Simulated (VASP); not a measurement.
# W (Im-3m) in VASP: a series of runs

W is run at these levels: PBEsol; tasks: single point, relaxation of cell and atoms.

Program: VASP 6.6.1. These are calculated values, not measurements. Logs are shortened: lines on timing, memory, paths and dates and some standing lists are left out, and cuts for length are marked.

**1. The cell of the first run**

It takes space group Im-3m (No. 229, cubic). The conventional cell has a = 2.964 Å, b = 2.964 Å, c = 2.964 Å, α = 90.00°, β = 90.00°, γ = 90.00°. W (site symmetry m-3m) has 14 W at 2.57 to 2.96 Å within 3.4 Å.

**2. Single point, PBEsol**

The input, INCAR:

```
SYSTEM = W
PREC = Accurate
ENCUT = 500
EDIFF = 1E-6
ISMEAR = -1
SIGMA = 0.1
LREAL = .False.
LASPH = .True.
NELM = 120
ALGO = Normal
ISIF = 2
LWAVE = .False.
LCHARG = .False.
GGA = PS
NBANDS = 13
GGA_COMPAT = .False.
```

The input, KPOINTS:

```
Automatic mesh
0
Gamma
  18 18 18
  0 0 0
```

The input, POSCAR:

```
W
1.0
   -1.4818910456      1.4818910456      1.4818910456
    1.4818910456     -1.4818910456      1.4818910456
    1.4818910456      1.4818910456     -1.4818910456
W
1
Direct
    0.0000000000      0.0000000000      0.0000000000
```

Potentials or basis: VASP PAW PBE potentials, release 64 (W_sv).

Launch:

```sh
> cat potpaw_PBE.64/W_sv/POTCAR > POTCAR
> mpirun -np 1 vasp_std > vasp.out
```

OUTCAR:

```text
SYSTEM = W
   PREC = Accurate
   ENCUT = 500
   EDIFF = 1E-6
   ISMEAR = -1
   LREAL = .False.
   LASPH = .True.
   NELM = 120
   ISIF = 2
   GGA = PS

 ion  position               nearest neighbor table
   1  0.000  0.000  0.000-

  LATTYP: Found a body centered cubic cell.
 ALAT       =     2.9637820912

  Lattice vectors:

 A1 = (  -1.4818910456,   1.4818910456,   1.4818910456)
 A2 = (   1.4818910456,  -1.4818910456,   1.4818910456)
 A3 = (   1.4818910456,   1.4818910456,  -1.4818910456)

Analysis of symmetry for initial positions (statically):
=====================================================================
 Subroutine PRICEL returns:
 Original cell was already a primitive cell.

 Routine SETGRP: Setting up the symmetry group for a
 body centered cubic supercell.

 Subroutine GETGRP returns: Found 48 space group operations
 (whereof 48 operations were pure point group operations)
 out of a pool of 48 trial point group operations.

The static configuration has the point symmetry O_h .

Analysis of symmetry for dynamics (positions and initial velocities):
=====================================================================
 Subroutine PRICEL returns:
 Original cell was already a primitive cell.

 Routine SETGRP: Setting up the symmetry group for a
 body centered cubic supercell.

 Subroutine GETGRP returns: Found 48 space group operations
 (whereof 48 operations were pure point group operations)
 out of a pool of 48 trial point group operations.

The dynamic configuration has the point symmetry O_h .

 Subroutine INISYM returns: Found 48 space group operations
 (whereof 48 operations are pure point group operations),
 and found     1 'primitive' translations

----------------------------------------------------------------------------------------

                                     Primitive cell

  volume of cell :      13.0169

  direct lattice vectors                    reciprocal lattice vectors
    -1.481891046  1.481891046  1.481891046     0.000000000  0.337406722  0.337406722
     1.481891046 -1.481891046  1.481891046     0.337406722  0.000000000  0.337406722
     1.481891046  1.481891046 -1.481891046     0.337406722  0.337406722  0.000000000

  length of vectors
     2.566710582  2.566710582  2.566710582     0.477165162  0.477165162  0.477165162

  position of ions in fractional coordinates (direct lattice)
     0.000000000  0.000000000  0.000000000

  ion indices of the primitive-cell ions
   primitive index   ion index
                 1           1

----------------------------------------------------------------------------------------

 KPOINTS: Automatic mesh

Automatic generation of k-mesh.
 Grid dimensions read from file:
 generate k-points for:   18   18   18

 Generating k-lattice:

  Cartesian coordinates                     Fractional coordinates (reciprocal lattice)
     0.000000000  0.018744818  0.018744818     0.055555556  0.000000000  0.000000000
     0.018744818  0.000000000  0.018744818     0.000000000  0.055555556  0.000000000
     0.018744818  0.018744818  0.000000000     0.000000000  0.000000000  0.055555556

  Length of vectors
     0.026509176  0.026509176  0.026509176

  Shift w.r.t. Gamma in fractional coordinates (k-lattice)
     0.000000000  0.000000000  0.000000000

 Subroutine IBZKPT returns following result:
 ===========================================

 Found    195 irreducible k-points:

 Following reciprocal coordinates:
            Coordinates               Weight
  0.000000  0.000000  0.000000      1.000000
  0.055556  0.000000  0.000000     12.000000
  0.111111  0.000000  0.000000     12.000000
  0.166667  0.000000  0.000000     12.000000
  0.222222  0.000000  0.000000     12.000000
  0.277778  0.000000  0.000000     12.000000
[... 16 lines left out ...]
  0.333333  0.111111  0.000000     48.000000
  0.388889  0.111111  0.000000     48.000000
 [... further k-points ...]
   k-points           NKPTS =    195   k-points in BZ     NKDIM =    195   number of bands    NBANDS=     13
   number of dos      NEDOS =    301   number of ions     NIONS =      1
   total plane-waves  NPLWV =   8000
   dimension x,y,z NGX =    20 NGY =   20 NGZ =   20
   dimension x,y,z NGXF=    40 NGYF=   40 NGZF=   40
   ions per type =               1
   NGX,Y,Z   is equivalent  to a cutoff of  12.95, 12.95, 12.95 a.u.
   NGXF,Y,Z  is equivalent  to a cutoff of  25.91, 25.91, 25.91 a.u.
 SYSTEM =  W
   PREC   = accura    normal or accurate (medium, high low for compatibility)
   ISTART =      0    job   : 0-new  1-cont  2-samecut
   ICHARG =      2    charge: 1-file 2-atom 10-const
   ISPIN  =      1    spin polarized calculation?
   LNONCOLLINEAR =      F non collinear calculations
   LSORBIT =      F    spin-orbit coupling
   LASPH  =      T    aspherical Exc in radial PAW
   ENCUT  =  500.0 eV  36.75 Ry    6.06 a.u.   4.68  4.68  4.68*2*pi/ulx,y,z
   NELM   =    120;   NELMIN=  2; NELMDL= -5     # of ELM steps
   EDIFF  = 0.1E-05   stopping-criterion for ELM
   LREAL  =      F    real-space projection
   EDIFFG = 0.1E-04   stopping-criterion for IOM
   NSW    =      0    number of steps for IOM
   IBRION =     -1    ionic relax: 0-MD 1-quasi-New 2-CG
   NFREE  =      0    steps in history (QN), initial steepest desc. (CG)
   ISIF   =      2    stress and relaxation
   ISYM   =      2    0-nonsym 1-usesym 2-fastsym
   POTIM  = 0.5000    time-step for ionic-motion
   TEBEG  =    0.0;   TEEND  =   0.0 temperature during run
   PSTRESS=    0.0 pullay stress
   NELECT =      14.0000    total number of electrons
   NUPDOWN=      -1.0000    fix difference up-down
   EMIN   =  10.00;   EMAX   =-10.00  energy-range for DOS
   EFERMI =   0.00;   METHOD = LEGACY
   ISMEAR =    -1;   SIGMA  =   0.10  broadening in eV -4-tet -1-fermi 0-gaus
   EFERMI_NEDOS =   21; number of points for ismear=-14 and -15
   IALGO  =     38    algorithm
   IMIX   =      4    mixing-type and parameters
     AMIX     =   0.40;   BMIX     =  1.00
     AMIX_MAG =   1.60;   BMIX_MAG =  1.00
  volume/ion in A,a.u.               =      13.02        87.84
  Fermi-wavevector in a.u.,A,eV,Ry     =   1.677315  3.169665 38.278425  2.813385
  Thomas-Fermi vector in A             =   2.761603
   LORBIT       =      0    0 simple, 1 ext, 2 COOP (PROOUT), +10 PAW based schemes
   GGA     = PS    functional components
   LHFCALC =     F    Hartree Fock is set to
   AEXX    =    0.0000 exact exchange contribution
   IVDW    =     0    specifies the selected vdW correction
   LEPSILON=     F    determine dielectric tensor
   LRPA    =     F    only Hartree local field effects (RPA)
 non-spin polarized calculation
  energy-cutoff  :      500.00
  volume of cell :       13.02
 maximum number of plane-waves:       370
   NGX =  9   NGY =  9   NGZ =  9

 number of electron      13.9999999 magnetization

 Free energy of the ion-electron system (eV)
  ---------------------------------------------------
  ext. energy  EPLUGINS =         0.00000000
  ---------------------------------------------------
  free energy    TOTEN  =       -13.15515900 eV

  energy without entropy =      -13.13855639  energy(sigma->0) =      -13.14685770

 E-fermi :  14.4085     XC(G=0): -14.9114

 val. band max:       14.3847970739   @ k =  -0.3889   0.3889   0.2778
 cond. band min:      14.4092606615   @ k =  -0.4444   0.4444   0.2222
 fundamental gap:      0.0244635876
 Fermi energy:        14.4085189210

 k-point     1 :       0.0000    0.0000    0.0000
  band No.  band energies     occupation
      1     -59.6292      2.00000
      2     -22.7565      2.00000
      3     -22.7565      2.00000
      4     -22.7565      2.00000
      5       3.6705      2.00000
      6      12.7096      2.00000
      7      12.7096      2.00000
      8      12.7096      2.00000
      9      17.0451      0.00000
     10      17.0451      0.00000
     11      29.2805      0.00000
     12      29.2805      0.00000
     13      29.2805      0.00000

 k-point     2 :       0.0556    0.0000    0.0000
  band No.  band energies     occupation
      1     -59.6198      2.00000
      2     -22.8394      2.00000
      3     -22.7809      2.00000
      4     -22.7574      2.00000
      5       3.8653      2.00000
      6      12.5850      2.00000
      7      12.6820      2.00000
      8      12.8982      2.00000
      9      16.8264      0.00000
     10      17.0412      0.00000
     11      29.4604      0.00000
     12      29.5991      0.00000
     13      29.8233      0.00000

 k-point     3 :       0.1111    0.0000    0.0000
  band No.  band energies     occupation
      1     -59.5929      2.00000
      2     -23.0736      2.00000
      3     -22.8505      2.00000
      4     -22.7598      2.00000
      5       4.4183      2.00000
      6      12.2442      2.00000
      7      12.5634      2.00000
      8      13.4574      1.99985
      9      16.3840      0.00000
     10      17.0426      0.00000
     11      29.9353      0.00000
     12      30.5212      0.00000
     13      31.2271      0.00000

 k-point     4 :       0.1667    0.0000    0.0000
  band No.  band energies     occupation
      1     -59.5515      2.00000
      2     -23.4208      2.00000
      3     -22.9556      2.00000
      4     -22.7636      2.00000
      5       5.2284      2.00000
      6      11.7654      2.00000
      7      12.3144      2.00000
      8      14.3674      1.20289
      9      16.1033      0.00000
     10      17.0808      0.00000
     11      30.4655      0.00000
     12      31.9649      0.00000
     13      32.9248      0.00000

 k-point     5 :       0.2222    0.0000    0.0000
  band No.  band energies     occupation
      1     -59.5004      2.00000
      2     -23.8293      2.00000
      3     -23.0821      2.00000
      4     -22.7683      2.00000
      5       6.0997      2.00000
      6      11.2350      2.00000
      7      12.0839      2.00000
      8      15.5945      0.00001
      9      16.1604      0.00000
     10      17.1887      0.00000
     11      30.5502      0.00000
     12      33.8370      0.00000
     13      33.8699      0.00000

 k-point     6 :       0.2778    0.0000    0.0000
  band No.  band energies     occupation
      1     -59.4455      2.00000
      2     -24.2455      2.00000
      3     -23.2138      2.00000
      4     -22.7734      2.00000
      5       6.7324      2.00000
      6      10.7246      2.00000
      7      12.2407      2.00000
      8      16.4765      0.00000
      9      17.0871      0.00000
     10      17.3853      0.00000
     11      29.8164      0.00000
     12      33.1839      0.00000
     13      36.0538      0.00000

 k-point     7 :       0.3333    0.0000    0.0000
  band No.  band energies     occupation
      1     -59.3937      2.00000
      2     -24.6211      2.00000
      3     -23.3350      2.00000
      4     -22.7783      2.00000
      5       6.9303      2.00000
      6      10.2852      2.00000
      7      13.0174      2.00000
      8      16.8891      0.00000
      9      17.6642      0.00000
     10      18.7627      0.00000
     11      28.6233      0.00000
     12      31.7462      0.00000
     13      38.5398      0.00000
[... 193 lines left out ...]
 k-point    20 :       0.1667    0.1111    0.0000
  band No.  band energies     occupation
      1     -59.4803      2.00000
      2     -23.9427      2.00000
      3     -23.0922      2.00000
      4     -22.8581      2.00000
      5       6.5671      2.00000
      6      11.2537      2.00000
      7      11.5466      2.00000
      8      15.6689      0.00001
      9      16.3980      0.00000
     10      17.6838      0.00000
     11      31.2970      0.00000
     12      32.5735      0.00000
     13      34.5633      0.00000

 k-point    21 :       0.2222    0.1111    0.0000
  band No.  band energies     occupation
      1     -59.4287      2.00000
      2     -24.2960      2.00000
      3     -23.2463      2.00000
      4     -22.8716      2.00000
      5       7.2473      2.00000
      6      10.7665      2.00000
      7      11.6168      2.00000
      8      15.9107      0.00000
      9      17.9003      0.00000
     10      18.0052      0.00000
     11      30.3162      0.00000
     12      32.8478      0.00000
     13      35.3157      0.00000

 k-point    22 :       0.2778    0.1111    0.0000
  band No.  band energies     occupation
      1     -59.3799      2.00000
      2     -24.6145      2.00000
      3     -23.3941      2.00000
      4     -22.8812      2.00000
      5       7.4808      2.00000
      6      10.3737      2.00000
      7      12.2524      2.00000
      8      16.3511      0.00000
      9      18.1495      0.00000
     10      19.6893      0.00000
     11      29.0986      0.00000
     12      31.8642      0.00000
     13      36.8933      0.00000

 k-point    23 :       0.3333    0.1111    0.0000
  band No.  band energies     occupation
      1     -59.3399      2.00000
      2     -24.8661      2.00000
      3     -23.5144      2.00000
      4     -22.8882      2.00000
      5       7.3913      2.00000
      6      10.0873      2.00000
      7      13.2666      1.99998
      8      16.7887      0.00000
      9      18.3792      0.00000
     10      21.3863      0.00000
     11      28.1508      0.00000
     12      30.2589      0.00000
     13      35.6021      0.00000

 k-point    24 :       0.3889    0.1111    0.0000
  band No.  band energies     occupation
      1     -59.3137      2.00000
      2     -25.0269      2.00000
      3     -23.5924      2.00000
      4     -22.8926      2.00000
      5       7.2454      2.00000
      6       9.9119      2.00000
      7      14.2240      1.72723
      8      16.9165      0.00000
      9      18.7426      0.00000
     10      22.7662      0.00000
     11      27.5587      0.00000
     12      28.8425      0.00000
     13      34.4468      0.00000

 [... further k-points ...]
[... 5 lines left out ...]
  --------------------------------------------------------------------------------------
  -------------------------------------------------------------------------------------
  Total        7.3428177      7.3428177      7.3428177      0.0000000     -0.0000000      0.0000000
  in kB      903.7837226    903.7837226    903.7837226      0.0000000     -0.0000000      0.0000000
  external PRESSURE =     903.7837226 kB  Pullay stress =       0.0000000 kB

 VOLUME and BASIS-vectors are now :
 -----------------------------------------------------------------------------
  energy-cutoff  :      500.00
  volume of cell :       13.02
      direct lattice vectors                 reciprocal lattice vectors
    -1.481891046  1.481891046  1.481891046     0.000000000  0.337406722  0.337406722
     1.481891046 -1.481891046  1.481891046     0.337406722  0.000000000  0.337406722
     1.481891046  1.481891046 -1.481891046     0.337406722  0.337406722  0.000000000

 POSITION                                       TOTAL-FORCE (eV/Angst)
 -----------------------------------------------------------------------------------
      0.00000      0.00000      0.00000        -0.000000     -0.000000      0.000000
 -----------------------------------------------------------------------------------
    total drift:                               -0.000000     -0.000000     -0.000000

  FREE ENERGIE OF THE ION-ELECTRON SYSTEM (eV)
  ---------------------------------------------------
  free  energy   TOTEN  =       -13.1551590030 eV

  energy  without entropy=      -13.1385563937  energy(sigma->0) =      -13.14685770
```

Wall time 12 s (1 thread of AMD EPYC 9R45 (Zen 5), shared host); peak memory 0.12 GiB.

What came out:

```
Free energy            : -13.1552 eV
Pressure               : 90.4 GPa
Band gap on the k mesh : zero (band 7 reaches 21.11 eV, above the bottom of band 8 at 12.71 eV)
```

Caveat: the PAW data sets were made with another functional, which shifts forces and pressure a little; spin-orbit coupling is left out, which moves the levels of the heavy elements.

**3. Single point, PBEsol**

The input, INCAR:

```
PREC     = Accurate       # precision mode
ENCUT    = 500            # plane-wave cutoff, eV
EDIFF    = 1E-6           # SCF threshold, eV
ISMEAR   = -1             # smearing method
SIGMA    = 0.1            # smearing width, eV
LREAL    = False          # projectors in reciprocal space
LASPH    = True           # aspherical terms in the spheres
NELM     = 120            # most SCF steps
ALGO     = Normal         # electronic algorithm
ISIF     = 2              # what is computed and relaxed
LWAVE    = False          # write WAVECAR
LCHARG   = False          # write CHGCAR
GGA      = PS             # functional
NBANDS   = 13             # bands
GGA_COMPAT= False
```

The input, KPOINTS:

```
regular mesh
0
Gamma
  18 18 18
```

The input, POSCAR:

```
W
1.0
   -1.4815426666      1.4815426666      1.4815426666
    1.4815426666     -1.4815426666      1.4815426666
    1.4815426666      1.4815426666     -1.4815426666
W
1
Direct
    0.0000000000      0.0000000000      0.0000000000
```

Potentials or basis: VASP PAW PBE potentials, release 64 (W_sv).

Launch:

```sh
> cat potpaw_PBE.64/W_sv/POTCAR > POTCAR
> mpirun -np 1 vasp_std > vasp.out
```

Run time: 12 s. Hardware: 1 thread of AMD EPYC 9R45 (Zen 5), shared host; peak memory 0.12 GiB.

Results (log left out):

```
Free energy            : -13.1500 eV
Pressure               : 90.8 GPa
Band gap on the k mesh : zero (band 7 reaches 21.13 eV, above the bottom of band 8 at 12.72 eV)
```

Levels at points of the mesh, in eV from the Fermi level:
```csv
k point,band 5,band 6,band 7,band 8,band 9,band 10
"(0.00, 0.00, 0.00)",-10.74,-1.70,-1.70,-1.70,2.64,2.64
"(0.50, 0.00, 0.00)",-7.77,-4.74,1.62,2.71,3.96,8.10
"(0.50, 0.50, 0.50)",-7.72,-7.72,6.71,6.71,6.71,10.05
```

Caveat: the PAW data sets were made with another functional, which shifts forces and pressure a little; spin-orbit coupling is left out, which moves the levels of the heavy elements.

(Continued in part 2 of 2.)
